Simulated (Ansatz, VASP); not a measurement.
**Two plane-wave programs on Si5Sn**

```
Si Sn
1.0
     5.54305    0.00000    0.00000
    -2.77153    4.80042    0.00000
     0.00000    0.00000    7.51222
Si Sn
5 1
Direct
  0.50000 0.00000 0.50000
  0.00000 0.50000 0.50000
  0.50000 0.50000 0.50000
  0.00000 0.00000 0.85502
  0.00000 0.00000 0.14498
  0.00000 0.00000 0.50000
```

Alike in both runs: task relaxation of cell and atoms; functional PBE; k mesh 12 × 12 × 6; occupations gaussian, width 0.1 eV; no spin polarisation.

```csv
,VASP,Ansatz
version,VASP 6.6.1,Ansatz 0.2.0
potentials or method,"VASP PAW PBE potentials, release 64 (Si, Sn_d), cutoff 600 eV","scalar-relativistic, plane waves, PAW"
valence electrons in the cell,34,34
```

|  | VASP | Ansatz | Ansatz less VASP |
| --- | --- | --- | --- |
| gap on the k mesh at the Fermi level, each at its own relaxed structure (eV) | none | none | - |
| relaxed volume (Å³/atom) | 33.28 | 33.30 | +0.026 |
| relaxed cell length with the largest relative difference (Å) | 7.535 | 7.538 | +0.0026 |

A gap of «none» marks a metal or a gap that the smearing closes.
